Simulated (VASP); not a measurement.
# LaH2Pd2 (I4/mmm) in VASP: notebook, part 2 of 2

VASP 6.6.1. Earlier steps stand in the parts before.

## 3. Single point, r2SCAN

This run uses another cell than the first one, of 14.98 Å³/atom.

Contents of POSCAR:

```
LaH2Pd2
1.0
    0.0000000000      3.9465936433     -0.0000002126
    3.9465936433      0.0000000000     -0.0000002126
    1.9732965627      1.9732965627     -4.8081564721
Pd H La
2 2 1
Direct
    0.7500000000      0.2500000000      0.5000000000
    0.2500000000      0.7500000000      0.5000000000
    0.2827566177      0.2827566177      0.4344867646
    0.7172433823      0.7172433823      0.5655132354
    0.0000000000      0.0000000000      0.0000000000
```

Contents of INCAR.step1:

```
SYSTEM = LaH2Pd2
PREC = Accurate
ENCUT = 520
ISMEAR = -1
SIGMA = 0.1
LREAL = .False.
LASPH = .True.
NELM = 100
NBANDS = 24
GGA = PE
ALGO = Normal
EDIFF = 1E-4
LWAVE = .True.
LCHARG = .False.
```

Contents of INCAR.step2:

```
SYSTEM = LaH2Pd2
PREC = Accurate
ENCUT = 520
EDIFF = 1E-7
ISMEAR = -1
SIGMA = 0.1
LREAL = .False.
LASPH = .True.
NELM = 100
ALGO = Normal
ISIF = 2
LWAVE = .False.
LCHARG = .True.
METAGGA = R2SCAN
LMIXTAU = .True.
LELF = .True.
LVHAR = .True.
NBANDS = 24
ISTART = 1
```

Contents of KPOINTS:

```
regular mesh
0
Gamma
  7 7 7
  0 0 0
```

Potentials or basis: VASP PAW PBE potentials, release 64 (Pd, H, La).

Launch:

```bash
cat potpaw_PBE.64/Pd/POTCAR potpaw_PBE.64/H/POTCAR potpaw_PBE.64/La/POTCAR > POTCAR
cp INCAR.step1 INCAR
mpirun -np 1 vasp_std > vasp.out
cp INCAR.step2 INCAR
mpirun -np 1 vasp_std > vasp.out
```

OUTCAR:

```text
SYSTEM = LaH2Pd2
   PREC = Accurate
   ENCUT = 520
   EDIFF = 1E-7
   ISMEAR = -1
   LREAL = .False.
   LASPH = .True.
   NELM = 100
   ISIF = 2
   METAGGA = R2SCAN
   ISTART = 1

 ion  position               nearest neighbor table
   1  0.750  0.250  0.500-   3 2.00   4 2.00   4 2.00   3 2.00   2 2.79   2 2.79   2 2.79   2 2.79
                             5 3.11   5 3.11   5 3.11   5 3.11
   2  0.250  0.750  0.500-   3 2.00   4 2.00   4 2.00   3 2.00   1 2.79   1 2.79   1 2.79   1 2.79
                             5 3.11   5 3.11   5 3.11   5 3.11
   3  0.283  0.283  0.434-   2 2.00   1 2.00   1 2.00   2 2.00
   4  0.717  0.717  0.566-   2 2.00   1 2.00   1 2.00   2 2.00
   5  0.000  0.000  0.000-   1 3.11   2 3.11   1 3.11   2 3.11   1 3.11   2 3.11   1 3.11   2 3.11

  LATTYP: Found a body centered tetragonal cell.
 ALAT       =     3.9465936433
 C/A-ratio  =     2.4366107555

  Lattice vectors:

 A1 = (  -1.9732965627,   1.9732970806,   4.8081562595)
 A2 = (   1.9732970806,  -1.9732965627,   4.8081562595)
 A3 = (   1.9732965627,   1.9732965627,  -4.8081564721)

Analysis of symmetry for initial positions (statically):
=====================================================================
 Subroutine PRICEL returns:
 Original cell was already a primitive cell.

 Routine SETGRP: Setting up the symmetry group for a
 body centered tetragonal supercell.

 Subroutine GETGRP returns: Found 16 space group operations
 (whereof 16 operations were pure point group operations)
 out of a pool of 16 trial point group operations.

The static configuration has the point symmetry D_4h.

Analysis of symmetry for dynamics (positions and initial velocities):
=====================================================================
 Subroutine PRICEL returns:
 Original cell was already a primitive cell.

 Routine SETGRP: Setting up the symmetry group for a
 body centered tetragonal supercell.

 Subroutine GETGRP returns: Found 16 space group operations
 (whereof 16 operations were pure point group operations)
 out of a pool of 16 trial point group operations.

The dynamic configuration has the point symmetry D_4h.

 Subroutine INISYM returns: Found 16 space group operations
 (whereof 16 operations are pure point group operations),
 and found     1 'primitive' translations

----------------------------------------------------------------------------------------

                                     Primitive cell

  volume of cell :      74.8899

  direct lattice vectors                    reciprocal lattice vectors
     0.000000000  3.946593643 -0.000000213     0.000000006  0.253383072  0.103989951
     3.946593643  0.000000000 -0.000000213     0.253383072  0.000000006  0.103989951
     1.973296563  1.973296563 -4.808156472    -0.000000011 -0.000000011 -0.207979930

  length of vectors
     3.946593643  3.946593643  5.559331552     0.273892116  0.273892116  0.207979930

  position of ions in fractional coordinates (direct lattice)
     0.750000000  0.250000000  0.500000000
     0.250000000  0.750000000  0.500000000
     0.282756618  0.282756618  0.434486765
     0.717243382  0.717243382  0.565513235
     0.000000000  0.000000000  0.000000000

  ion indices of the primitive-cell ions
   primitive index   ion index
                 1           1
[... 32 lines left out ...]
            Coordinates               Weight
  0.000000  0.000000  0.000000      1.000000
  0.142857 -0.000000 -0.000000      8.000000
  0.285714  0.000000 -0.000000      8.000000
  0.428571 -0.000000 -0.000000      8.000000
  0.142857  0.142857 -0.000000      8.000000
  0.285714  0.142857 -0.000000     16.000000
[... 16 lines left out ...]
  0.285714  0.285714  0.142857      8.000000
  0.428571  0.285714  0.142857     16.000000
 [... further k-points ...]
   k-points           NKPTS =     40   k-points in BZ     NKDIM =     40   number of bands    NBANDS=     24
   number of dos      NEDOS =    301   number of ions     NIONS =      5
   total plane-waves  NPLWV =  37800
   dimension x,y,z NGX =    30 NGY =   30 NGZ =   42
   dimension x,y,z NGXF=    60 NGYF=   60 NGZF=   84
   ions per type =               2   2   1
   NGX,Y,Z   is equivalent  to a cutoff of  12.64, 12.64, 12.56 a.u.
   NGXF,Y,Z  is equivalent  to a cutoff of  25.27, 25.27, 25.12 a.u.
 SYSTEM =  LaH2Pd2
   PREC   = accura    normal or accurate (medium, high low for compatibility)
   ISTART =      1    job   : 0-new  1-cont  2-samecut
   ICHARG =      0    charge: 1-file 2-atom 10-const
   ISPIN  =      1    spin polarized calculation?
   LNONCOLLINEAR =      F non collinear calculations
   LSORBIT =      F    spin-orbit coupling
   LASPH  =      T    aspherical Exc in radial PAW
   ENCUT  =  520.0 eV  38.22 Ry    6.18 a.u.   7.34  7.34 10.34*2*pi/ulx,y,z
   NELM   =    100;   NELMIN=  2; NELMDL=  0     # of ELM steps
   EDIFF  = 0.1E-06   stopping-criterion for ELM
   LREAL  =      F    real-space projection
   EDIFFG = 0.1E-05   stopping-criterion for IOM
   NSW    =      0    number of steps for IOM
   IBRION =     -1    ionic relax: 0-MD 1-quasi-New 2-CG
   NFREE  =      0    steps in history (QN), initial steepest desc. (CG)
   ISIF   =      2    stress and relaxation
   ISYM   =      2    0-nonsym 1-usesym 2-fastsym
   POTIM  = 0.5000    time-step for ionic-motion
   TEBEG  =    0.0;   TEEND  =   0.0 temperature during run
   PSTRESS=    0.0 pullay stress
   NELECT =      33.0000    total number of electrons
   NUPDOWN=      -1.0000    fix difference up-down
   EMIN   =  10.00;   EMAX   =-10.00  energy-range for DOS
   EFERMI =   0.00;   METHOD = LEGACY
   ISMEAR =    -1;   SIGMA  =   0.10  broadening in eV -4-tet -1-fermi 0-gaus
   EFERMI_NEDOS =   21; number of points for ismear=-14 and -15
   IALGO  =     38    algorithm
   IMIX   =      4    mixing-type and parameters
     AMIX     =   0.40;   BMIX     =  1.00
     AMIX_MAG =   1.60;   BMIX_MAG =  1.00
  volume/ion in A,a.u.               =      14.98       101.08
  Fermi-wavevector in a.u.,A,eV,Ry     =   1.245771  2.354167 21.115511  1.551946
  Thomas-Fermi vector in A             =   2.379979
   LORBIT       =      0    0 simple, 1 ext, 2 COOP (PROOUT), +10 PAW based schemes
   METAGGA = R2SCAN    functional components
   LHFCALC =     F    Hartree Fock is set to
   AEXX    =    0.0000 exact exchange contribution
   IVDW    =     0    specifies the selected vdW correction
   LEPSILON=     F    determine dielectric tensor
   LRPA    =     F    only Hartree local field effects (RPA)
 non-spin polarized calculation
  energy-cutoff  :      520.00
  volume of cell :       74.89
 maximum number of plane-waves:      2065
 NGX is ok and might be reduce to    30
   NGX = 15   NGY = 15   NGZ = 21

 number of electron      33.0000007 magnetization

 Free energy of the ion-electron system (eV)
  ---------------------------------------------------
  ext. energy  EPLUGINS =         0.00000000
  ---------------------------------------------------
  free energy    TOTEN  =       -84.68591893 eV

  energy without entropy =      -84.63998610  energy(sigma->0) =      -84.66295252

 E-fermi :   8.7679     XC(G=0): -11.5816

 val. band max:        8.7519696198   @ k =  -0.2857   0.1429   0.0000
 cond. band min:       8.8349164342   @ k =   0.0000   0.0000   0.2857
 fundamental gap:      0.0829468144
 Fermi energy:         8.7678611251

 k-point     1 :       0.0000    0.0000    0.0000
  band No.  band energies     occupation
      1     -25.7832      2.00000
      2      -9.2125      2.00000
      3      -8.8466      2.00000
      4      -8.8466      2.00000
      5      -1.0875      2.00000
      6       0.2198      2.00000
[... 637 lines left out ...]
     23      10.5838      0.00000
     24      10.6371      0.00000

 [... further k-points ...]

------------------------ aborting loop because EDIFF is reached ----------------------------------------

  FORCE on cell =-STRESS in cart. coord.  units (eV):
  Direction    XX          YY          ZZ          XY          YZ          ZX
  --------------------------------------------------------------------------------------
  -------------------------------------------------------------------------------------
  Total        0.0768736      0.0768736     -0.0143257     -0.0000000     -0.0000000     -0.0000000
  in kB        1.6446157      1.6446157     -0.3064812     -0.0000000     -0.0000001     -0.0000001
  external PRESSURE =       0.9942501 kB  Pullay stress =       0.0000000 kB

 VOLUME and BASIS-vectors are now :
 -----------------------------------------------------------------------------
  energy-cutoff  :      520.00
  volume of cell :       74.89
      direct lattice vectors                 reciprocal lattice vectors
     0.000000000  3.946593643 -0.000000213     0.000000006  0.253383072  0.103989951
     3.946593643  0.000000000 -0.000000213     0.253383072  0.000000006  0.103989951
     1.973296563  1.973296563 -4.808156472    -0.000000011 -0.000000011 -0.207979930

 POSITION                                       TOTAL-FORCE (eV/Angst)
 -----------------------------------------------------------------------------------
      1.97330      3.94659     -2.40408        -0.000000     -0.000000      0.000000
      3.94659      1.97330     -2.40408         0.000000      0.000000      0.000000
      1.97330      1.97330     -2.08908        -0.000000     -0.000000     -0.002593
      3.94659      3.94659     -2.71908         0.000000      0.000000      0.002593
      0.00000      0.00000      0.00000        -0.000000     -0.000000      0.000000
 -----------------------------------------------------------------------------------
    total drift:                                0.000000     -0.000000     -0.000000

  FREE ENERGIE OF THE ION-ELECTRON SYSTEM (eV)
  ---------------------------------------------------
  free  energy   TOTEN  =       -84.6859189334 eV

  energy  without entropy=      -84.6399861010  energy(sigma->0) =      -84.66295252
```

It took 6 min on 1 thread of AMD EPYC 7R13 (Zen 3), shared host; peak memory 0.23 GiB.

Results:

* Free energy: -84.6859 eV
* Pressure: 0.1 GPa
* Band gap on the k mesh: zero (an odd number of electrons rules out a gap without spin polarisation)

Forces on the atoms (eV/Å):
```
Pd   0.000  0.000  0.000
Pd   0.000  0.000  0.000
H    0.000  0.000 -0.003
H    0.000  0.000  0.003
La   0.000  0.000  0.000
```

Caveat: the PAW data sets were made with another functional, which shifts forces and pressure a little; spin-orbit coupling is left out, which moves the levels of the heavy elements.
